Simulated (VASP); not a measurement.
Au, 2 atoms in the cell. It takes space group P6_3/mmc (No. 194, hexagonal). Conventional cell: a = 2.838 Å, b = 2.838 Å, c = 4.754 Å, α = 90.00°, β = 90.00°, γ = 120.00°. Au (site symmetry -6m2) has 12 Au at 2.84 to 2.89 Å within 3.7 Å. 

- Program: VASP 6.6.1
- Task: single point
- Functional: PBE
- Potentials or basis: VASP PAW PBE potentials, release 64 (Au)
- Cutoff: 500 eV
- k mesh: 18 × 18 × 10
- Occupations: gaussian, width 0.1 eV
- Spin: no spin polarisation
- Dipole correction: no
- Further INCAR settings: ALGO = Normal; EDIFF = 1e-06; NBANDS = 18

Potentials or basis: VASP PAW PBE potentials, release 64 (Au).

Run with:

```bash
$ cat potpaw_PBE.64/Au/POTCAR > POTCAR
$ mpirun -np 1 vasp_std > vasp.out
```

Hardware: 1 thread of Intel(R) Xeon(R) 6975P-C (Granite Rapids) (shared host).

Problem. Estimate the wall time of this run.

Solution. Wall time 64 s on 1 thread of Intel(R) Xeon(R) 6975P-C (Granite Rapids), with other jobs on the host, peak memory 0.23 GiB. Counts: scf iterations 11, k points 222.
